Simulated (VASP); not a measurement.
Input of a VASP 6.6.1 run:

The input INCAR:

```
ALGO = Normal
EDIFF = 1E-6
EDIFFG = -0.01
ENCUT = 600
GGA = PS
IBRION = 2
ISIF = 3
ISMEAR = -1
LASPH = T
LCHARG = F
LDAU = T
LDAUJ = 0 0
LDAUL = 2 -1
LDAUPRINT = 1
LDAUTYPE = 2
LDAUU = 1 0
LMAXMIX = 4
LREAL = F
LWAVE = F
NELM = 150
NSW = 60
PREC = Accurate
SIGMA = 0.05
```

File KPOINTS:

```
k-points
0
Gamma
  9 9 9
```

File POSCAR:

```
HfO2
1.0
    0.0000000000      2.5575000000      2.5575000000
    2.5575000000      0.0000000000      2.5575000000
    2.5575000000      2.5575000000      0.0000000000
Hf O
1 2
Direct
    0.0000000000      0.0000000000      0.0000000000
    0.7500000000      0.7500000000      0.7500000000
    0.2500000000      0.2500000000      0.2500000000
```

Potentials or basis: VASP PAW PBE potentials, release 64 (Hf_pv, O).

Command:

```sh
$ cat potpaw_PBE.64/Hf_pv/POTCAR potpaw_PBE.64/O/POTCAR > POTCAR
$ mpirun -np 1 vasp_std > vasp.out
```

Predict the band gap on the k mesh.

3.96 eV (least direct gap 4.08 eV).

Predict the space group after relaxing (to 0.1 Å).

Fm-3m (No. 225).

What does it give for the relaxed volume?

10.65 Å³/atom.

What does it give for the relaxed cell?

a = 3.562 Å, b = 3.562 Å, c = 3.562 Å, α = 60.00°, β = 60.00°, γ = 60.00°.

The path:
| step | energy change (eV) | largest force (eV/Å) | pressure (GPa) | volume (Å³) |
| --- | --- | --- | --- | --- |
| 1 | 0.0000 | 0.0000 | -11.11 | 33.46 |
| 2 | 0.0759 | 0.0000 | 21.06 | 29.85 |
| 3 | -0.0542 | 0.0000 | -0.19 | 31.98 |
| 4 | -0.0543 | 0.0000 | 0.02 | 31.95 |

Caveat: the PAW data sets were made with another functional, which shifts forces and pressure a little; spin-orbit coupling is left out, which moves the levels of the heavy elements; an odd mesh through Γ misses points on the zone boundary, where band edges can lie.
